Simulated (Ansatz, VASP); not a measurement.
# BaTe: VASP beside Ansatz

```
Ba Te
1.0
     4.80951    0.00000    0.00000
    -2.40475    4.16516    0.00000
     0.00000    0.00000    4.40334
Ba Te
1 1
Direct
  0.33333 0.66667 0.00000
  0.66667 0.33333 0.50000
```

Alike in both runs: functional PBE; k mesh 5 × 5 × 5; occupations gaussian, width 0.2 eV; no spin polarisation.

Ansatz relaxed the structure, and its values are those at the end. VASP's run is a single point on that final structure, the one shown.

|  | VASP | Ansatz |
| --- | --- | --- |
| version | VASP 6.6.1 | Ansatz 0.2.0 |
| potentials or method | VASP PAW PBE potentials, release 64 (Ba_sv, Te), cutoff 520 eV | scalar-relativistic, plane waves, PAW |
| valence electrons in the cell | 16 | 26 |

|  | VASP | Ansatz | Ansatz less VASP |
| --- | --- | --- | --- |
| gap on the k mesh at the Fermi level (eV) | 1.46 | 1.52 | +0.055 |
| least direct gap on the mesh (eV) | 1.46 | 1.52 | +0.055 |
| pressure (GPa) | 0.4 | 0.0 | -0.33 |

VASP's potentials hold 16 valence electrons a cell and Ansatz's 26, so a difference there can come from the potentials and not from the codes.

Spin-orbit coupling is off throughout.
